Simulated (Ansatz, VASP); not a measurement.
## Two plane-wave programs on Zr

```
Zr
1.0
     3.25223    0.00000    0.00000
    -1.62612    2.81652    0.00000
     0.00000    0.00000    5.19904
Zr
2
Direct
  0.33333 0.66667 0.25000
  0.66667 0.33333 0.75000
```

Alike in both runs: task single point; functional revPBE; k mesh 18 × 18 × 10; occupations fermi-dirac, width 0.1 eV; no spin polarisation.

|  | VASP | Ansatz |
| --- | --- | --- |
| version | VASP 6.6.1 | Ansatz 0.2.0 |
| potentials or method | VASP PAW PBE potentials, release 64 (Zr_sv), cutoff 520 eV | plane waves (420 eV) with PAW, scalar-relativistic |
| valence electrons in the cell | 24 | 24 |

|  | VASP | Ansatz | Ansatz less VASP |
| --- | --- | --- | --- |
| pressure (GPa) | 0.0 | 0.0 | +0.01 |
| traceless stress, the component that is largest in VASP (GPa) | 0.07 | 0.07 | +0.005 |

VASP's potentials were made for PBE, not for revPBE. The functional is the same, so the differences come from potentials, cutoffs and numerics.
